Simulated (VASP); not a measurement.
# In8SbAs7 (F-43m) in VASP: further runs

The runs below take In8SbAs7 through single point, with PBEsol.

Everything below comes from runs of VASP 6.6.1. Logs are shortened: lines on timing, memory, paths and dates and some standing lists are left out, and cuts for length are marked.

### 1 The cell of the first run

Symmetry: F-43m, No. 216, cubic system. The conventional cell has a = 12.183 Å, b = 12.183 Å, c = 12.183 Å, α = 90.00°, β = 90.00°, γ = 90.00°. Within 3.5 Å of In (site symmetry 3m) lie 1 Sb at 2.64 Å and 3 As at 2.64 Å. In (site symmetry 3m) has 4 As at 2.64 Å within 3.5 Å. Sb (site symmetry -43m) has 4 In at 2.64 Å within 3.5 Å. Within 3.5 Å of As (site symmetry 2mm) lie 4 In at 2.64 Å. As (site symmetry -43m) has 4 In at 2.64 Å within 3.5 Å.

### 2 Single point, PBEsol

File INCAR:

```
PREC = Accurate
ENCUT = 500
EDIFF = 1E-6
ISMEAR = 0
SIGMA = 0.1
LREAL = False
LASPH = True
NELM = 120
ALGO = Normal
ISIF = 2
LWAVE = False
LCHARG = False
GGA = PS
NBANDS = 86
GGA_COMPAT = False
```

File KPOINTS:

```
Automatic mesh
0
Gamma
  4 4 4
```

File POSCAR:

```
In8SbAs7
1.0
   -6.0912750000      0.0000000000      6.0912750000
   -6.0912750000     -6.0912750000      0.0000000000
    0.0000000000     -6.0912750000      6.0912750000
In Sb As
8 1 7
Direct
    0.0000000000      0.5000000000      0.0000000000
    0.0000000000      0.0000000000      0.0000000000
    0.0000000000      0.5000000000      0.5000000000
    0.0000000000      0.0000000000      0.5000000000
    0.5000000000      0.5000000000      0.0000000000
    0.5000000000      0.0000000000      0.0000000000
    0.5000000000      0.5000000000      0.5000000000
    0.5000000000      0.0000000000      0.5000000000
    0.1250000000      0.1250000000      0.1250000000
    0.1250000000      0.6250000000      0.1250000000
    0.1250000000      0.1250000000      0.6250000000
    0.1250000000      0.6250000000      0.6250000000
    0.6250000000      0.1250000000      0.1250000000
    0.6250000000      0.6250000000      0.1250000000
    0.6250000000      0.1250000000      0.6250000000
    0.6250000000      0.6250000000      0.6250000000
```

Potentials or basis: VASP PAW PBE potentials, release 64 (In_d, Sb, As).

Started as:

```
$ cat potpaw_PBE.64/In_d/POTCAR potpaw_PBE.64/Sb/POTCAR potpaw_PBE.64/As/POTCAR > POTCAR
$ mpirun -np 1 vasp_std > vasp.out
```

OUTCAR:

```text
PREC = Accurate
   ENCUT = 500
   EDIFF = 1E-6
   ISMEAR = 0
   LREAL = False
   LASPH = True
   NELM = 120
   ISIF = 2
   GGA = PS

 ion  position               nearest neighbor table
   1  0.000  0.500  0.000-   9 2.64  10 2.64  12 2.64  14 2.64
   2  0.000  0.000  0.000-   9 2.64  10 2.64  11 2.64  13 2.64
   3  0.000  0.500  0.500-  10 2.64  11 2.64  12 2.64  16 2.64
   4  0.000  0.000  0.500-   9 2.64  11 2.64  12 2.64  15 2.64
   5  0.500  0.500  0.000-  10 2.64  13 2.64  14 2.64  16 2.64
   6  0.500  0.000  0.000-   9 2.64  13 2.64  14 2.64  15 2.64
[... 8 lines left out ...]
  15  0.625  0.125  0.625-   4 2.64   6 2.64   7 2.64   8 2.64
  16  0.625  0.625  0.625-   3 2.64   5 2.64   7 2.64   8 2.64

  LATTYP: Found a face centered cubic cell.
 ALAT       =    12.1825500000

  Lattice vectors:

 A1 = (  -6.0912750000,   0.0000000000,   6.0912750000)
 A2 = (  -6.0912750000,  -6.0912750000,   0.0000000000)
 A3 = (   0.0000000000,  -6.0912750000,   6.0912750000)

Analysis of symmetry for initial positions (statically):
=====================================================================
 Subroutine PRICEL returns:
 Original cell was already a primitive cell.

 Routine SETGRP: Setting up the symmetry group for a
 face centered cubic supercell.

 Subroutine GETGRP returns: Found 24 space group operations
 (whereof  6 operations were pure point group operations)
 out of a pool of 48 trial point group operations.

The static configuration has the point symmetry C_3v.
 The point group associated with its full space group is T_d .

Analysis of symmetry for dynamics (positions and initial velocities):
=====================================================================
 Subroutine PRICEL returns:
 Original cell was already a primitive cell.

 Routine SETGRP: Setting up the symmetry group for a
 face centered cubic supercell.

 Subroutine GETGRP returns: Found 24 space group operations
 (whereof  6 operations were pure point group operations)
 out of a pool of 48 trial point group operations.

The dynamic configuration has the point symmetry C_3v.
 The point group associated with its full space group is T_d .

 Subroutine INISYM returns: Found 24 space group operations
 (whereof  6 operations are pure point group operations),
 and found     1 'primitive' translations

[... 108 lines left out ...]
   NSW    =      0    number of steps for IOM
   IBRION =     -1    ionic relax: 0-MD 1-quasi-New 2-CG
   NFREE  =      0    steps in history (QN), initial steepest desc. (CG)
   ISIF   =      2    stress and relaxation
   ISYM   =      2    0-nonsym 1-usesym 2-fastsym
   POTIM  = 0.5000    time-step for ionic-motion
   TEBEG  =    0.0;   TEEND  =   0.0 temperature during run
   PSTRESS=    0.0 pullay stress
   NELECT =     144.0000    total number of electrons
   NUPDOWN=      -1.0000    fix difference up-down
   EMIN   =  10.00;   EMAX   =-10.00  energy-range for DOS
   EFERMI =   0.00;   METHOD = LEGACY
   ISMEAR =     0;   SIGMA  =   0.10  broadening in eV -4-tet -1-fermi 0-gaus
   EFERMI_NEDOS =   21; number of points for ismear=-14 and -15
   IALGO  =     38    algorithm
   IMIX   =      4    mixing-type and parameters
     AMIX     =   0.40;   BMIX     =  1.00
     AMIX_MAG =   1.60;   BMIX_MAG =  1.00
  volume/ion in A,a.u.               =      28.25       190.65
  Fermi-wavevector in a.u.,A,eV,Ry     =   1.118092  2.112887 17.009041  1.250129
  Thomas-Fermi vector in A             =   2.254720
   LORBIT       =      0    0 simple, 1 ext, 2 COOP (PROOUT), +10 PAW based schemes
   GGA     = PS    functional components
   LHFCALC =     F    Hartree Fock is set to
   AEXX    =    0.0000 exact exchange contribution
   IVDW    =     0    specifies the selected vdW correction
   LEPSILON=     F    determine dielectric tensor
   LRPA    =     F    only Hartree local field effects (RPA)
 non-spin polarized calculation
 Gauss-broadening in eV      SIGMA  =   0.10
  energy-cutoff  :      500.00
  volume of cell :      452.02
 maximum number of plane-waves:     11575
 NGX is ok and might be reduce to    64
   NGX = 31   NGY = 31   NGZ = 31

 number of electron     143.9999940 magnetization

 Free energy of the ion-electron system (eV)
  ---------------------------------------------------
  ext. energy  EPLUGINS =         0.00000000
  ---------------------------------------------------
  free energy    TOTEN  =       -66.64430455 eV

  energy without entropy =      -66.64182790  energy(sigma->0) =      -66.64306622

 E-fermi :   4.5597     XC(G=0):  -9.2514

 val. band max:        4.5286147323   @ k =   0.0000   0.0000   0.0000
 cond. band min:       5.2463151335   @ k =   0.0000   0.0000   0.0000
 fundamental gap:      0.7177004012
 Fermi energy:         4.5596979859

 k-point     1 :       0.0000    0.0000    0.0000
  band No.  band energies     occupation
      1     -10.0993      2.00000
      2     -10.0281      2.00000
      3     -10.0281      2.00000
      4      -9.9769      2.00000
      5      -9.9769      2.00000
      6      -9.9769      2.00000
[... 685 lines left out ...]
     83       7.6339      0.00000
     84       7.8295      0.00000
 [bands above 84 left out]

------------------------ aborting loop because EDIFF is reached ----------------------------------------

  FORCE on cell =-STRESS in cart. coord.  units (eV):
  Direction    XX          YY          ZZ          XY          YZ          ZX
  --------------------------------------------------------------------------------------
  -------------------------------------------------------------------------------------
  Total        4.9213746      4.9213746      4.9213746     -0.0000000      0.0000000      0.0000000
  in kB       17.4438519     17.4438519     17.4438519     -0.0000000      0.0000000      0.0000000
  external PRESSURE =      17.4438519 kB  Pullay stress =       0.0000000 kB

 VOLUME and BASIS-vectors are now :
 -----------------------------------------------------------------------------
  energy-cutoff  :      500.00
  volume of cell :      452.02
      direct lattice vectors                 reciprocal lattice vectors
    -6.091275000  0.000000000  6.091275000    -0.082084621  0.082084621  0.082084621
    -6.091275000 -6.091275000  0.000000000    -0.082084621 -0.082084621 -0.082084621
     0.000000000 -6.091275000  6.091275000     0.082084621 -0.082084621  0.082084621

 POSITION                                       TOTAL-FORCE (eV/Angst)
 -----------------------------------------------------------------------------------
     -3.04564     -3.04564      0.00000        -0.704966     -0.704966     -0.704966
      0.00000      0.00000      0.00000         0.704966      0.704966     -0.704966
     -3.04564     -6.09128      3.04564         0.002595     -0.002595     -0.002595
      0.00000     -3.04564      3.04564         0.704966     -0.704966      0.704966
     -6.09128     -3.04564      3.04564        -0.002595      0.002595     -0.002595
     -3.04564      0.00000      3.04564        -0.704966      0.704966      0.704966
[... 8 lines left out ...]
     -4.56846     -4.56846      7.61409        -0.000000     -0.000000      0.055180
     -7.61409     -7.61409      7.61409        -0.000000     -0.000000      0.000000
 -----------------------------------------------------------------------------------
    total drift:                                0.000000     -0.000000      0.000000

  FREE ENERGIE OF THE ION-ELECTRON SYSTEM (eV)
  ---------------------------------------------------
  free  energy   TOTEN  =       -66.6443045519 eV

  energy  without entropy=      -66.6418278973  energy(sigma->0) =      -66.64306622
```

OSZICAR:

```text
N       E                     dE             d eps       ncg     rms          rms(c)
DAV:   1     0.151031333356E+04    0.15103E+04   -0.60183E+04  1376   0.180E+03
DAV:   2     0.178875287517E+03   -0.13314E+04   -0.12990E+04  1376   0.488E+02
DAV:   3    -0.504306732639E+02   -0.22931E+03   -0.21811E+03  1576   0.213E+02
DAV:   4    -0.681279081514E+02   -0.17697E+02   -0.17453E+02  1632   0.578E+01
DAV:   5    -0.688633817538E+02   -0.73547E+00   -0.73324E+00  1896   0.112E+01    0.144E+01
DAV:   6    -0.668736008680E+02    0.19898E+01   -0.38714E+00  1794   0.158E+01    0.696E+00
DAV:   7    -0.666621202456E+02    0.21148E+00   -0.19431E+00  2000   0.554E+00    0.193E+00
DAV:   8    -0.666448165585E+02    0.17304E-01   -0.27073E-01  1788   0.366E+00    0.103E+00
DAV:   9    -0.666443239752E+02    0.49258E-03   -0.20682E-02  1880   0.899E-01    0.676E-01
DAV:  10    -0.666438885156E+02    0.43546E-03   -0.70227E-03  1792   0.508E-01    0.314E-01
DAV:  11    -0.666442921924E+02   -0.40368E-03   -0.14587E-03  1880   0.204E-01    0.711E-02
DAV:  12    -0.666443027317E+02   -0.10539E-04   -0.15501E-04  2184   0.617E-02    0.844E-02
DAV:  13    -0.666443027808E+02   -0.49105E-07   -0.17898E-05  1728   0.299E-02    0.386E-02
DAV:  14    -0.666443044052E+02   -0.16244E-05   -0.12382E-05  1800   0.217E-02    0.967E-03
DAV:  15    -0.666443045519E+02   -0.14663E-06   -0.23338E-06  1144   0.511E-03
   1 F= -.66644305E+02 E0= -.66643066E+02  d E =-.247665E-02
```

stdout:

```text
POSCAR found type information on POSCAR InSbAs
 POSCAR found :  3 types and      16 ions
 scaLAPACK will be used
 -----------------------------------------------------------------------------
|                                                                             |
|                                                                             |
|     You enforced a specific xc type in the INCAR file but a different       |
|     I HOPE YOU KNOW WHAT YOU ARE DOING!                                     |
|                                                                             |
 -----------------------------------------------------------------------------

 LDA part: xc-table for (Slater+PW92), standard interpolation
 POSCAR, INCAR and KPOINTS ok, starting setup
 FFT: planning ... GRIDC
 FFT: planning ... GRID_SOFT
 FFT: planning ... GRID
 WAVECAR not read
 entering main loop
```

Run time: 12 min. Hardware: 1 thread of Oxide Virtual Turin-like, shared host; peak memory 0.68 GiB.

What came out:

```yaml
Free_energy: -66.6443 eV
Pressure: 1.7 GPa
Band_gap_on_the_k_mesh: zero (filled and empty bands touch)
```

Caveat: semilocal functionals underestimate gaps, and a narrow one can read as zero; the PAW data sets were made with another functional, which shifts forces and pressure a little; spin-orbit coupling is left out, which moves the levels of the heavy elements.

[end of part 1 of 2]

The gap in the log of VASP goes by the Fermi energy; the results here count the filled bands.